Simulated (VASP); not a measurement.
Write the native input for VASP 6.6.1 that does the following.

- Task: single point
- Functional: PBE
- Potentials or basis: VASP PAW PBE potentials, release 64 (Pb_d)
- Cutoff: 520 eV
- k mesh: 12 × 12 × 12
- Occupations: fermi-dirac, width 0.05 eV
- Spin: no spin polarisation
- Dipole correction: no
- Further INCAR settings: ALGO = Normal; EDIFF = 1e-06; NBANDS = 13

The structure of Pb lies in POSCAR:

```
Pb
1.0
    2.8190716727      0.0000000000      0.0000000000
    0.0000000000      2.8190716727      0.0000000000
    0.0000000000      0.0000000000      2.8190716727
Pb
1
Direct
    0.0000000000      0.0000000000      0.0000000000
```

This cell differs from its parent crystal: volume scaled by 0.65.

One way to write it, as run:

INCAR

```
ALGO = Normal ; EDIFF = 1E-6
ENCUT = 520 ; GGA = PE
ISIF = 2 ; ISMEAR = -1
LASPH = T ; LCHARG = F
LREAL = F ; LWAVE = F
NBANDS = 13 ; NELM = 60
PREC = Accurate ; SIGMA = 0.05
```

KPOINTS

```
k-points
0
Gamma
  12 12 12
```

Potentials or basis: VASP PAW PBE potentials, release 64 (Pb_d).

Command:

```bash
$ cat potpaw_PBE.64/Pb_d/POTCAR > POTCAR
$ mpirun -np 1 vasp_std > vasp.out
```

Results of the run:

- Pressure: 43.8 GPa
- Band gap on the k mesh: zero (band 7 reaches 17.47 eV, above the bottom of band 8 at 8.01 eV)

Caveat: spin-orbit coupling is left out, which moves the levels of the heavy elements.

Run time: 8.4 s on 1 thread of Intel(R) Xeon(R) Platinum 8488C (Sapphire Rapids), with other jobs on the host, peak memory 0.15 GiB.
